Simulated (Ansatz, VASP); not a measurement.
# Si3C in VASP and in Ansatz

```
Si C
1.0
     2.65171    0.00000    0.00000
     0.00000    2.65171    0.00000
     0.00000    0.00000    7.08248
Si C
3 1
Direct
  0.50000 0.50000 0.16870
  0.00000 0.00000 0.50000
  0.50000 0.50000 0.83130
  0.00000 0.00000 0.00000
```

Alike in both runs: functional PBE; k mesh 6 × 6 × 2; occupations gaussian, width 0.1 eV; no spin polarisation.

Ansatz relaxed the structure, and its values are those at the end. VASP's run is a single point on that final structure, the one shown.

|  | VASP | Ansatz |
| --- | --- | --- |
| version | VASP 6.6.1 | Ansatz 0.2.0 |
| potentials or method | VASP PAW PBE potentials, release 64 (Si, C), cutoff 520 eV | scalar-relativistic, plane waves, PAW |
| valence electrons in the cell | 16 | 16 |

Ansatz gave:

```
gap on the k mesh at the Fermi level (eV) : none
pressure (GPa)                            : -0.1
rms of the force components (eV/Å)        : 0.003
```

**Question.** What did VASP give for the same quantities?

**Answer.** gap on the k mesh at the Fermi level (eV): none; pressure (GPa): -0.1; rms of the force components (eV/Å): 0.007.

A gap of «none» marks a metal or a gap that the smearing closes. With one functional, cell and mesh, what is left measures potentials, basis and numerics.

The k mesh is coarse, so the values compare programs but aren't converged.
